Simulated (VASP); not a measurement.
# P in VASP: further runs

P is run at these levels: PBE, r2SCAN; tasks: single point.

Program: VASP 6.6.1. These are calculated values, not measurements. Logs are shortened: lines on timing, memory, paths and dates and some standing lists are left out, and cuts for length are marked.

## 1. The cell of the first run

The typed cell holds 2 atoms: a = 3.710 Å, b = 3.710 Å, c = 3.710 Å, α = 55.44°, β = 55.44°, γ = 55.44°.

## 2. Single point, PBE

Input file INCAR:

```
SYSTEM = P
  PREC = Accurate
  ENCUT = 520
  EDIFF = 1E-6
  ISMEAR = 1
  SIGMA = 0.01
  LREAL = .False.
  LASPH = .True.
  NELM = 60
  ALGO = Normal
  ISIF = 2
  LWAVE = .False.
  LCHARG = .True.
  GGA = PE
  LELF = .True.
  LVHAR = .True.
  NBANDS = 12
```

Input file KPOINTS:

```
Automatic mesh
0
Gamma
  7 7 7
  0 0 0
```

Input file POSCAR:

```
P
1.0
    1.7257251780      0.9963478961      3.1296800121
   -1.7257251780      0.9963478961      3.1296800121
    0.0000000000     -1.9926957921      3.1296800121
P
2
Direct
    0.7636290000      0.7712140000      0.7633900000
    0.2219640000      0.2289910000      0.2268450000
```

Potentials or basis: VASP PAW PBE potentials, release 64 (P).

Command:

```sh
> cat potpaw_PBE.64/P/POTCAR > POTCAR
> mpirun -np 1 vasp_std > vasp.out
```

OUTCAR:

```text
SYSTEM = P
   PREC = Accurate
   ENCUT = 520
   EDIFF = 1E-6
   ISMEAR = 1
   LREAL = .False.
   LASPH = .True.
   NELM = 60
   ISIF = 2
   GGA = PE

 ion  position               nearest neighbor table
   1  0.764  0.771  0.763-   2 2.31   2 2.32   2 2.33   2 2.78   2 2.78   2 2.79
   2  0.222  0.229  0.227-   1 2.31   1 2.32   1 2.33   1 2.78   1 2.78   1 2.79

  LATTYP: Found a trigonal (rhomboedric) cell.
 ALAT       =     3.7102201415
 COS(alpha) =     0.5673129383

  Lattice vectors:

 A1 = (   1.7257251780,   0.9963478961,   3.1296800121)
 A2 = (  -1.7257251780,   0.9963478961,   3.1296800121)
 A3 = (   0.0000000000,  -1.9926957921,   3.1296800121)

Analysis of symmetry for initial positions (statically):
=====================================================================
 Subroutine PRICEL returns:
 Original cell was already a primitive cell.

 Routine SETGRP: Setting up the symmetry group for a
 trigonal (rhombohedral) supercell.

 Subroutine GETGRP returns: Found  2 space group operations
 (whereof  1 operations were pure point group operations)
 out of a pool of 12 trial point group operations.

The static configuration has the point symmetry C_1 .
 The point group associated with its full space group is S_2 .

Analysis of symmetry for dynamics (positions and initial velocities):
=====================================================================
 Subroutine PRICEL returns:
 Original cell was already a primitive cell.

 Routine SETGRP: Setting up the symmetry group for a
 trigonal (rhombohedral) supercell.

 Subroutine GETGRP returns: Found  2 space group operations
 (whereof  1 operations were pure point group operations)
 out of a pool of 12 trial point group operations.

The dynamic configuration has the point symmetry C_1 .
 The point group associated with its full space group is S_2 .

 Subroutine INISYM returns: Found  2 space group operations
 (whereof  1 operations are pure point group operations),
 and found     1 'primitive' translations

----------------------------------------------------------------------------------------

                                     Primitive cell

  volume of cell :      32.2875

  direct lattice vectors                    reciprocal lattice vectors
     1.725725178  0.996347896  3.129680012     0.289733271  0.167277582  0.106507161
    -1.725725178  0.996347896  3.129680012    -0.289733271  0.167277582  0.106507161
     0.000000000 -1.992695792  3.129680012     0.000000000 -0.334555164  0.106507161

  length of vectors
     3.710220141  3.710220141  3.710220141     0.351099605  0.351099605  0.351099605

  position of ions in fractional coordinates (direct lattice)
     0.763629000  0.771214000  0.763390000
     0.221964000  0.228991000  0.226845000

  ion indices of the primitive-cell ions
   primitive index   ion index
                 1           1
                 2           2

----------------------------------------------------------------------------------------

 KPOINTS: Automatic mesh

Automatic generation of k-mesh.
 Grid dimensions read from file:
 generate k-points for:    7    7    7

 Generating k-lattice:

  Cartesian coordinates                     Fractional coordinates (reciprocal lattice)
     0.041390467  0.023896797  0.015215309     0.142857143 -0.000000000  0.000000000
    -0.041390467  0.023896797  0.015215309    -0.000000000  0.142857143  0.000000000
     0.000000000 -0.047793595  0.015215309     0.000000000  0.000000000  0.142857143

  Length of vectors
     0.050157086  0.050157086  0.050157086

  Shift w.r.t. Gamma in fractional coordinates (k-lattice)
     0.000000000  0.000000000  0.000000000

 Subroutine IBZKPT returns following result:
 ===========================================

 Found    172 irreducible k-points:

 Following reciprocal coordinates:
            Coordinates               Weight
  0.000000  0.000000  0.000000      1.000000
  0.142857  0.000000 -0.000000      2.000000
  0.000000  0.142857 -0.000000      2.000000
  0.000000  0.000000  0.142857      2.000000
  0.285714 -0.000000  0.000000      2.000000
 -0.000000  0.285714  0.000000      2.000000
[... 16 lines left out ...]
 -0.142857 -0.428571  0.000000      2.000000
  0.142857  0.000000  0.428571      2.000000
 [... further k-points ...]
   k-points           NKPTS =    172   k-points in BZ     NKDIM =    172   number of bands    NBANDS=     12
   number of dos      NEDOS =    301   number of ions     NIONS =      2
   total plane-waves  NPLWV =  21952
   dimension x,y,z NGX =    28 NGY =   28 NGZ =   28
   dimension x,y,z NGXF=    56 NGYF=   56 NGZF=   56
   ions per type =               2
   NGX,Y,Z   is equivalent  to a cutoff of  12.55, 12.55, 12.55 a.u.
   NGXF,Y,Z  is equivalent  to a cutoff of  25.09, 25.09, 25.09 a.u.
 SYSTEM =  P
   PREC   = accura    normal or accurate (medium, high low for compatibility)
   ISTART =      0    job   : 0-new  1-cont  2-samecut
   ICHARG =      2    charge: 1-file 2-atom 10-const
   ISPIN  =      1    spin polarized calculation?
   LNONCOLLINEAR =      F non collinear calculations
   LSORBIT =      F    spin-orbit coupling
   LASPH  =      T    aspherical Exc in radial PAW
   ENCUT  =  520.0 eV  38.22 Ry    6.18 a.u.   6.90  6.90  6.90*2*pi/ulx,y,z
   NELM   =     60;   NELMIN=  2; NELMDL= -5     # of ELM steps
   EDIFF  = 0.1E-05   stopping-criterion for ELM
   LREAL  =      F    real-space projection
   EDIFFG = 0.1E-04   stopping-criterion for IOM
   NSW    =      0    number of steps for IOM
   IBRION =     -1    ionic relax: 0-MD 1-quasi-New 2-CG
   NFREE  =      0    steps in history (QN), initial steepest desc. (CG)
   ISIF   =      2    stress and relaxation
   ISYM   =      2    0-nonsym 1-usesym 2-fastsym
   POTIM  = 0.5000    time-step for ionic-motion
   TEBEG  =    0.0;   TEEND  =   0.0 temperature during run
   PSTRESS=    0.0 pullay stress
   NELECT =      10.0000    total number of electrons
   NUPDOWN=      -1.0000    fix difference up-down
   EMIN   =  10.00;   EMAX   =-10.00  energy-range for DOS
   EFERMI =   0.00;   METHOD = LEGACY
   ISMEAR =     1;   SIGMA  =   0.01  broadening in eV -4-tet -1-fermi 0-gaus
   EFERMI_NEDOS =   21; number of points for ismear=-14 and -15
   IALGO  =     38    algorithm
   IMIX   =      4    mixing-type and parameters
     AMIX     =   0.40;   BMIX     =  1.00
     AMIX_MAG =   1.60;   BMIX_MAG =  1.00
  volume/ion in A,a.u.               =      16.14       108.94
  Fermi-wavevector in a.u.,A,eV,Ry     =   1.107636  2.093128 16.692396  1.226857
  Thomas-Fermi vector in A             =   2.244152
   LORBIT       =      0    0 simple, 1 ext, 2 COOP (PROOUT), +10 PAW based schemes
   GGA     = PE    functional components
   LHFCALC =     F    Hartree Fock is set to
   AEXX    =    0.0000 exact exchange contribution
   IVDW    =     0    specifies the selected vdW correction
   LEPSILON=     F    determine dielectric tensor
   LRPA    =     F    only Hartree local field effects (RPA)
 non-spin polarized calculation
 Methfessel and Paxton  Order N= 1 SIGMA  =   0.01
  energy-cutoff  :      520.00
  volume of cell :       32.29
 maximum number of plane-waves:       887
   NGX = 13   NGY = 13   NGZ = 13

 number of electron      10.0000000 magnetization

 Free energy of the ion-electron system (eV)
  ---------------------------------------------------
  ext. energy  EPLUGINS =         0.00000000
  ---------------------------------------------------
  free energy    TOTEN  =       -10.65685965 eV

  energy without entropy =      -10.65686303  energy(sigma->0) =      -10.65686077

 E-fermi :   8.9317     XC(G=0): -10.7692

 val. band max:        8.9233097495   @ k =   0.4286   0.4286   0.4286
 cond. band min:       9.0113683136   @ k =  -0.1429   0.2857  -0.0000
 fundamental gap:      0.0880585642
 Fermi energy:         8.9317285716

 k-point     1 :       0.0000    0.0000    0.0000
  band No.  band energies     occupation
      1      -7.4767      2.00000
      2       5.3083      2.00000
      3       5.6478      2.00000
      4       6.2030      2.00000
      5       6.2676      2.00000
      6      10.6068      0.00000
      7      11.7306      0.00000
      8      11.8426      0.00000
      9      14.5735      0.00000
     10      14.6642      0.00000
     11      15.6917      0.00000
     12      15.9123      0.00000

 k-point     2 :       0.1429    0.0000   -0.0000
  band No.  band energies     occupation
      1      -7.1456      2.00000
      2       3.2496      2.00000
      3       5.6189      2.00000
      4       6.0066      2.00000
      5       7.0816      2.00000
      6      10.9449      0.00000
      7      11.3768      0.00000
      8      11.5903      0.00000
      9      13.5356      0.00000
     10      14.2764      0.00000
     11      14.5821      0.00000
     12      18.1505      0.00000

 k-point     3 :       0.0000    0.1429   -0.0000
  band No.  band energies     occupation
      1      -7.1457      2.00000
      2       3.2508      2.00000
      3       5.6221      2.00000
      4       6.0021      2.00000
      5       7.0814      2.00000
      6      10.9426      0.00000
      7      11.3808      0.00000
      8      11.5846      0.00000
      9      13.5394      0.00000
     10      14.2755      0.00000
     11      14.5850      0.00000
     12      18.1500      0.00000
[... 286 lines left out ...]
 k-point    23 :      -0.1429   -0.4286    0.0000
  band No.  band energies     occupation
      1      -4.9866      2.00000
      2      -1.1251      2.00000
      3       3.9950      2.00000
      4       4.7958      2.00000
      5       6.6026      2.00000
      6      10.4285      0.00000
      7      10.8882      0.00000
      8      11.6001      0.00000
      9      14.7189      0.00000
     10      17.7409      0.00000
     11      19.8485      0.00000
     12      20.4976      0.00000

 k-point    24 :       0.1429    0.0000    0.4286
  band No.  band energies     occupation
      1      -4.9808      2.00000
      2      -1.1408      2.00000
      3       3.9989      2.00000
      4       4.8084      2.00000
      5       6.5863      2.00000
      6      10.4542      0.00000
      7      10.9317      0.00000
      8      11.5612      0.00000
      9      14.6988      0.00000
     10      17.7439      0.00000
     11      19.8555      0.00000
     12      20.4712      0.00000

 [... further k-points ...]
[... 5 lines left out ...]
  --------------------------------------------------------------------------------------
  -------------------------------------------------------------------------------------
  Total        0.0972685      0.0733425     -0.5349433     -0.0011363      0.0330227     -0.0028978
  in kB        4.8266874      3.6394209    -26.5451077     -0.0563844      1.6386604     -0.1437963
  external PRESSURE =      -6.0263331 kB  Pullay stress =       0.0000000 kB

 VOLUME and BASIS-vectors are now :
 -----------------------------------------------------------------------------
  energy-cutoff  :      520.00
  volume of cell :       32.29
      direct lattice vectors                 reciprocal lattice vectors
     1.725725178  0.996347896  3.129680012     0.289733271  0.167277582  0.106507161
    -1.725725178  0.996347896  3.129680012    -0.289733271  0.167277582  0.106507161
     0.000000000 -1.992695792  3.129680012     0.000000000 -0.334555164  0.106507161

 POSITION                                       TOTAL-FORCE (eV/Angst)
 -----------------------------------------------------------------------------------
     -0.01309      0.00803      7.19273         0.003508     -0.041690      0.330610
     -0.01213     -0.00273      2.12130        -0.003508      0.041690     -0.330610
 -----------------------------------------------------------------------------------
    total drift:                               -0.000001      0.000000      0.000001

  FREE ENERGIE OF THE ION-ELECTRON SYSTEM (eV)
  ---------------------------------------------------
  free  energy   TOTEN  =       -10.6568596460 eV

  energy  without entropy=      -10.6568630267  energy(sigma->0) =      -10.65686077
```

It took 25 s on 1 thread of Intel Xeon 6975P-C (Granite Rapids), shared host; peak memory 0.18 GiB.

What came out:

```yaml
Free_energy: -10.6569 eV
Pressure: -0.6 GPa
Largest_force: 0.333 eV/Å
Band_gap_on_the_k_mesh: zero (band 5 reaches 9.20 eV, above the bottom of band 6 at 8.83 eV)
```

Forces on the atoms (eV/Å):
```
P    0.004 -0.042  0.331
P   -0.004  0.042 -0.331
```

Levels at points of the mesh, in eV from the Fermi level:
```tsv
k point	band 3	band 4	band 5	band 6	band 7	band 8
(0.00, 0.00, 0.00)	-3.28	-2.73	-2.66	1.68	2.80	2.91
```

## 3. Single point, PBE

Input file INCAR:

```
SYSTEM = P
PREC = Accurate
ENCUT = 520
EDIFF = 1E-6
ISMEAR = 1
SIGMA = 0.005
LREAL = .FALSE.
LASPH = .TRUE.
NELM = 80
ALGO = Normal
ISIF = 2
LWAVE = .FALSE.
LCHARG = .TRUE.
GGA = PE
LELF = .TRUE.
LVHAR = .TRUE.
NBANDS = 12
```

Input file KPOINTS:

```
regular mesh
0
G
  7 7 7
  0 0 0
```

POSCAR is that of step 2.

Potentials or basis: VASP PAW PBE potentials, release 64 (P).

Command:

```sh
> cat potpaw_PBE.64/P/POTCAR > POTCAR
> mpirun -np 1 vasp_std > vasp.out
```

Run time: 24 s. Hardware: 1 thread of Intel Xeon 6975P-C (Granite Rapids), shared host; peak memory 0.18 GiB.

It converged, with:

```
Free energy            : -10.6569 eV
Pressure               : -0.6 GPa
Largest force          : 0.333 eV/Å
Band gap on the k mesh : zero (band 5 reaches 9.20 eV, above the bottom of band 6 at 8.83 eV)
```

Forces on the atoms (eV/Å):
```
P    0.004 -0.042  0.331
P   -0.004  0.042 -0.331
```

Stress tensor (GPa, compression positive):
```
 0.48 -0.01 -0.01
-0.01  0.36  0.16
-0.01  0.16 -2.65
```

Levels at points of the mesh, in eV from the Fermi level:
```tsv
k point	band 2	band 3	band 4	band 5	band 6	band 7	band 8	band 9
(0.00, 0.00, 0.00)	-3.65	-3.31	-2.76	-2.69	1.65	2.77	2.88	5.61
```

(Part 1 of 2 ends here.)
